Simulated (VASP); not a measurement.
# CaO (P6_3/mmc) in VASP: a series of runs, part 2 of 3

VASP 6.6.1. The steps go on from the part before.

### 3 Single point, PBE (epitaxial xy strain +1.0%)

INCAR

```
SYSTEM = CaO
PREC = Accurate
ENCUT = 520
EDIFF = 1E-6
ISMEAR = -1
SIGMA = 0.02
LREAL = .False.
LASPH = .True.
NELM = 100
ALGO = Normal
ISIF = 2
LWAVE = .False.
LCHARG = .True.
GGA = PE
LELF = .True.
LVHAR = .True.
NBANDS = 24
```

KPOINTS

```
regular mesh
0
Gamma
  12 12 6
  0 0 0
```

POSCAR

```
CaO
1.0
    4.0206463811      0.0000000000      0.0000000000
   -2.0103231906      3.4819819057      0.0000000000
    0.0000000000      0.0000000000      4.7475356018
Ca O
2 2
Direct
    0.3333333333      0.6666666667     -0.0625000000
    0.6666666667      0.3333333333      0.4375000000
    0.3333333333      0.6666666667      0.4375000000
    0.6666666667      0.3333333333      0.9375000000
```

Potentials or basis: VASP PAW PBE potentials, release 64 (Ca_sv, O).

Run with:

```console
$ cat potpaw_PBE.64/Ca_sv/POTCAR potpaw_PBE.64/O/POTCAR > POTCAR
$ mpirun -np 1 vasp_std > vasp.out
```

Run time: 2.5 min. Hardware: 1 thread of Oxide Virtual Turin-like, shared host; peak memory 0.22 GiB.

It converged, with:

```yaml
Free_energy: -25.3435 eV
Pressure: 1.0 GPa
Band_gap_on_the_k_mesh: 3.09 eV, direct
```

Stress tensor (GPa, compression positive):
```
0.26 0.00 0.00
0.00 0.26 0.00
0.00 0.00 2.59
```

Levels at points of the mesh, in eV from the valence-band top:
```
           k point  band 12  band 13  band 14  band 15  band 16  band 17  band 18  band 19  band 20  band 21
(0.00, 0.00, 0.00)    -1.21    -1.15    -1.15    -1.07     0.00     3.09     6.07     6.07     7.71     7.78
(0.50, 0.00, 0.00)    -1.07    -0.90    -0.81    -0.57    -0.41     4.61     5.20     5.24     7.59     7.60
(0.00, 0.00, 0.50)    -1.61    -1.31    -1.31    -1.31    -1.31     4.89     4.89     7.73     7.73     7.73
(0.50, 0.00, 0.50)    -2.09    -1.08    -1.08    -0.81    -0.81     5.32     5.32     7.30     7.30     7.91
```

Caveat: the cell differs from its parent crystal (epitaxial xy strain +1.0%). A k mesh can miss the band edges.

### 4 Single point, PBE (strain +1.5%)

INCAR

```
PREC = Accurate
ENCUT = 520
EDIFF = 1E-6
ISMEAR = -1
SIGMA = 0.02
LREAL = F
LASPH = T
NELM = 80
ALGO = Normal
ISIF = 2
LWAVE = F
LCHARG = T
GGA = PE
LELF = T
LVHAR = T
NBANDS = 24
```

KPOINTS

```
regular mesh
0
Gamma
  12 12 6
```

POSCAR

```
CaO
1.0
    4.0405505711      0.0000000000      0.0000000000
   -2.0202752856      3.4992194399      0.0000000000
    0.0000000000      0.0000000000      4.8420007098
Ca O
2 2
Direct
    0.3333333333      0.6666666667     -0.0625000000
    0.6666666667      0.3333333333      0.4375000000
    0.3333333333      0.6666666667      0.4375000000
    0.6666666667      0.3333333333      0.9375000000
```

Potentials or basis: VASP PAW PBE potentials, release 64 (Ca_sv, O).

Run with:

```console
$ cat potpaw_PBE.64/Ca_sv/POTCAR potpaw_PBE.64/O/POTCAR > POTCAR
$ mpirun -np 1 vasp_std > vasp.out
```

OUTCAR:

```text
PREC = Accurate
   ENCUT = 520
   EDIFF = 1E-6
   ISMEAR = -1
   LREAL = F
   LASPH = T
   NELM = 80
   ISIF = 2
   GGA = PE

 ion  position               nearest neighbor table
   1  0.333  0.667  0.938-   4 2.33   4 2.33   4 2.33   3 2.42   3 2.42
   2  0.667  0.333  0.438-   3 2.33   3 2.33   3 2.33   4 2.42   4 2.42
   3  0.333  0.667  0.438-   2 2.33   2 2.33   2 2.33   1 2.42   1 2.42
   4  0.667  0.333  0.938-   1 2.33   1 2.33   1 2.33   2 2.42   2 2.42

  LATTYP: Found a hexagonal cell.
 ALAT       =     4.0405505711
 C/A-ratio  =     1.1983517158

  Lattice vectors:

 A1 = (   4.0405505711,   0.0000000000,   0.0000000000)
 A2 = (  -2.0202752856,   3.4992194399,   0.0000000000)
 A3 = (   0.0000000000,   0.0000000000,   4.8420007098)

Analysis of symmetry for initial positions (statically):
=====================================================================
 Subroutine PRICEL returns:
 Original cell was already a primitive cell.

 Routine SETGRP: Setting up the symmetry group for a
 hexagonal supercell.

 Subroutine GETGRP returns: Found 24 space group operations
 (whereof  6 operations were pure point group operations)
 out of a pool of 24 trial point group operations.

The static configuration has the point symmetry C_3v.
 The point group associated with its full space group is D_6h.

Analysis of symmetry for dynamics (positions and initial velocities):
=====================================================================
 Subroutine PRICEL returns:
 Original cell was already a primitive cell.

 Routine SETGRP: Setting up the symmetry group for a
 hexagonal supercell.

 Subroutine GETGRP returns: Found 24 space group operations
 (whereof  6 operations were pure point group operations)
 out of a pool of 24 trial point group operations.

The dynamic configuration has the point symmetry C_3v.
 The point group associated with its full space group is D_6h.
[... 119 lines left out ...]
   EFERMI_NEDOS =   21; number of points for ismear=-14 and -15
   IALGO  =     38    algorithm
   IMIX   =      4    mixing-type and parameters
     AMIX     =   0.40;   BMIX     =  1.00
     AMIX_MAG =   1.60;   BMIX_MAG =  1.00
  volume/ion in A,a.u.               =      17.11       115.50
  Fermi-wavevector in a.u.,A,eV,Ry     =   1.270514  2.400922 21.962588  1.614205
  Thomas-Fermi vector in A             =   2.403497
   LORBIT       =      0    0 simple, 1 ext, 2 COOP (PROOUT), +10 PAW based schemes
   GGA     = PE    functional components
   LHFCALC =     F    Hartree Fock is set to
   AEXX    =    0.0000 exact exchange contribution
   IVDW    =     0    specifies the selected vdW correction
   LEPSILON=     F    determine dielectric tensor
   LRPA    =     F    only Hartree local field effects (RPA)
 non-spin polarized calculation
  energy-cutoff  :      520.00
  volume of cell :       68.46
 maximum number of plane-waves:      1868
   NGX = 15   NGY = 15   NGZ = 19

 number of electron      32.0000013 magnetization

 Free energy of the ion-electron system (eV)
  ---------------------------------------------------
  ext. energy  EPLUGINS =         0.00000000
  ---------------------------------------------------
  free energy    TOTEN  =       -25.34590865 eV

  energy without entropy =      -25.34590865  energy(sigma->0) =      -25.34590865

 E-fermi :   1.5939     XC(G=0):  -9.2355

 val. band max:        1.1754940049   @ k =   0.0000   0.0000   0.0000
 cond. band min:       4.2099952675   @ k =   0.0000   0.0000   0.0000
 fundamental gap:      3.0345012626
 Fermi energy:         1.5938650903

 k-point     1 :       0.0000    0.0000    0.0000
  band No.  band energies     occupation
      1     -36.6340      2.00000
      2     -36.5226      2.00000
      3     -17.9275      2.00000
      4     -17.7194      2.00000
      5     -17.7194      2.00000
      6     -17.5455      2.00000
[... 637 lines left out ...]
     23       9.3847      0.00000
     24       9.6176      0.00000

 [... further k-points ...]

------------------------ aborting loop because EDIFF is reached ----------------------------------------

  FORCE on cell =-STRESS in cart. coord.  units (eV):
  Direction    XX          YY          ZZ          XY          YZ          ZX
  --------------------------------------------------------------------------------------
  -------------------------------------------------------------------------------------
  Total       -0.6888924     -0.6888924     -0.6826713      0.0000000      0.0000000      0.0000000
  in kB      -16.1222396    -16.1222396    -15.9766472      0.0000000      0.0000000      0.0000000
  external PRESSURE =     -16.0737088 kB  Pullay stress =       0.0000000 kB

 VOLUME and BASIS-vectors are now :
 -----------------------------------------------------------------------------
  energy-cutoff  :      520.00
  volume of cell :       68.46
      direct lattice vectors                 reciprocal lattice vectors
     4.040550571  0.000000000  0.000000000     0.247491024  0.142889010  0.000000000
    -2.020275286  3.499219440  0.000000000     0.000000000  0.285778019  0.000000000
     0.000000000  0.000000000  4.842000710     0.000000000  0.000000000  0.206526199

 POSITION                                       TOTAL-FORCE (eV/Angst)
 -----------------------------------------------------------------------------------
     -0.00000      2.33281      4.53938         0.000000      0.000000     -0.000000
      2.02028      1.16641      2.11838         0.000000      0.000000     -0.000000
     -0.00000      2.33281      2.11838         0.000000     -0.000000     -0.000000
      2.02028      1.16641      4.53938        -0.000000      0.000000      0.000000
 -----------------------------------------------------------------------------------
    total drift:                               -0.000000      0.000000      0.000000

  FREE ENERGIE OF THE ION-ELECTRON SYSTEM (eV)
  ---------------------------------------------------
  free  energy   TOTEN  =       -25.3459086544 eV

  energy  without entropy=      -25.3459086544  energy(sigma->0) =      -25.34590865
```

OSZICAR:

```text
N       E                     dE             d eps       ncg     rms          rms(c)
DAV:   1     0.323037088878E+03    0.32304E+03   -0.16357E+04  3656   0.132E+03
DAV:   2    -0.316759068287E+01   -0.32620E+03   -0.30753E+03  4232   0.387E+02
DAV:   3    -0.291942364905E+02   -0.26027E+02   -0.25856E+02  5912   0.104E+02
DAV:   4    -0.300828639345E+02   -0.88863E+00   -0.88735E+00  5192   0.173E+01
DAV:   5    -0.301069411620E+02   -0.24077E-01   -0.24076E-01  5224   0.203E+00    0.131E+01
DAV:   6    -0.254902738303E+02    0.46167E+01   -0.22566E+01  5248   0.299E+01    0.559E+00
DAV:   7    -0.253938656771E+02    0.96408E-01   -0.25557E+00  4832   0.104E+01    0.282E+00
DAV:   8    -0.253503653434E+02    0.43500E-01   -0.33699E-01  4808   0.446E+00    0.872E-01
DAV:   9    -0.253417993294E+02    0.85660E-02   -0.86540E-02  4840   0.173E+00    0.228E-01
DAV:  10    -0.253461054263E+02   -0.43061E-02   -0.98039E-03  4072   0.640E-01    0.137E-01
DAV:  11    -0.253460797885E+02    0.25638E-04   -0.58253E-03  4664   0.394E-01    0.105E-01
DAV:  12    -0.253459049052E+02    0.17488E-03   -0.10619E-03  4320   0.225E-01    0.108E-02
DAV:  13    -0.253459079478E+02   -0.30426E-05   -0.47036E-05  5184   0.495E-02    0.598E-03
DAV:  14    -0.253459086544E+02   -0.70660E-06   -0.47228E-06  4176   0.129E-02
   1 F= -.25345909E+02 E0= -.25345909E+02  d E =-.212320E-11
```

Run time: 2.6 min. Hardware: 1 thread of Oxide Virtual Turin-like, shared host; peak memory 0.22 GiB.

Results:

```yaml
Free_energy: -25.3459 eV
Pressure: -1.6 GPa
Band_gap_on_the_k_mesh: 3.03 eV, direct
```

Levels at points of the mesh, in eV from the valence-band top:
| k point | band 14 | band 15 | band 16 | band 17 | band 18 | band 19 |
| --- | --- | --- | --- | --- | --- | --- |
| (0.00, 0.00, 0.00) | -1.08 | -1.08 | 0.00 | 3.03 | 6.04 | 6.04 |
| (0.50, 0.00, 0.00) | -0.84 | -0.58 | -0.37 | 4.61 | 5.19 | 5.19 |
| (0.00, 0.00, 0.50) | -1.23 | -1.23 | -1.23 | 4.83 | 4.83 | 7.59 |
| (0.50, 0.00, 0.50) | -1.00 | -0.74 | -0.74 | 5.27 | 5.27 | 7.16 |

Caveat: the cell differs from its parent crystal (strain +1.5%). A k mesh can miss the band edges.

[end of part 2 of 3]
